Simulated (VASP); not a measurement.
The system is I.

```
CELL_PARAMETERS angstrom
-2.08938 2.08938 2.08938
2.08938 -2.08938 2.08938
2.08938 2.08938 -2.08938
ATOMIC_POSITIONS crystal
I 0.00000 0.00000 0.00000
```

Base run:

```yaml
Program: VASP 6.6.1
Functional: PBEsol
Potentials_or_basis: VASP PAW PBE potentials, release 64 (I)
Cutoff: 520 eV
k_mesh: 9 × 9 × 9
Occupations: fermi-dirac, width 0.05 eV
Spin: no spin polarisation
```

Its results: pressure -2.5 GPa.

Q: The run is repeated on the same cell with these changes: spin from no spin polarisation to non-collinear spin, zero start, spin-orbit coupling; further incar settings from ALGO = Normal; EDIFF = 1e-06; NBANDS = 10 to ALGO = Normal; EDIFF = 1e-06; NBANDS = 18. What comes out?

A: Pressure -1.8 GPa; net moment 0.00 μB per cell.

Caveats: the PAW data sets were made with another functional, which shifts forces and pressure a little; an odd number of electrons without spin polarisation forces a metal (some runs); a magnetic or distorted state may lie lower (some runs).
